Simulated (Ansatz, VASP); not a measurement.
Tl in VASP and in Ansatz

```
Tl
1.0
     3.45600    0.00000    0.00000
    -1.72800    2.99298    0.00000
     0.00000    0.00000    5.52500
Tl
2
Cartesian
  1.7280 0.9977 4.1438
  0.0000 1.9953 1.3813
```

Alike in both runs: functional BLYP; k mesh 9 × 9 × 5; occupations fermi-dirac, width 0.05 eV; no spin polarisation.

```csv
,VASP,Ansatz
version,VASP 6.6.1,Ansatz 0.2.0
potentials or method,"VASP PAW PBE potentials, release 64 (Tl_d)",Ansatz PAW
plane-wave cutoff (eV),520,420
valence electrons in the cell,26,26
task,single point,band structure
```

VASP gave:

- gap on the k mesh at the Fermi level (eV): none
- pressure (GPa): 7.3
- traceless stress, the component that is largest in VASP (GPa): 0.83

Question: Which values does Ansatz return?

Answer: gap on the k mesh at the Fermi level (eV): none; pressure (GPa): 7.2; traceless stress, the component that is largest in VASP (GPa): 0.80.

VASP's potentials were made for PBE, not for BLYP. A gap of «none» marks a metal or a gap that the smearing closes.

Neither program's run includes spin-orbit coupling.
